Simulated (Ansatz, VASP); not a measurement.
One calculation of Pd, two programs

```xyz
2
Lattice="0.0000 2.7082 2.7082 2.7082 0.0000 2.7082 2.7082 2.7082 0.0000" Properties=species:S:1:pos:R:3 pbc="T T T"
Pd    0.6771    0.6771    0.6771
Pd    4.7394    4.7394    4.7394
```

Alike in both runs: task relaxation of cell and atoms; functional RPBE; k mesh 10 × 10 × 10; occupations fermi-dirac, width 0.05 eV; collinear spin.

```csv
,VASP,Ansatz
version,VASP 6.6.1,Ansatz 0.2.0
potentials or method,"VASP PAW PBE potentials, release 64 (Pd), cutoff 600 eV","plane waves (420 eV) with PAW, scalar-relativistic"
valence electrons in the cell,20,36
```

```tsv
	VASP	Ansatz	Ansatz less VASP
net moment per atom (μB)	0.00	0.45	+0.451
size of the moment on the site where the two differ most (μB)	0.00	0.45	+0.446
relaxed volume (Å³/atom)	25.51	25.62	+0.103
relaxed cell length with the largest relative difference (Å)	4.163	4.169	+0.0056
```

The net moments are unlike, so the other rows may belong to different states. VASP's potentials were made for PBE, not for RPBE. Site moments also hang on the region over which each program counts them. VASP's potentials hold 20 valence electrons a cell and Ansatz's 36, so a difference there can come from the potentials and not from the codes. Ansatz's warnings: seeded moment not kept.

Noted on VASP's run: the volume moved by over 15 % at a fixed basis, so the end points are rough.
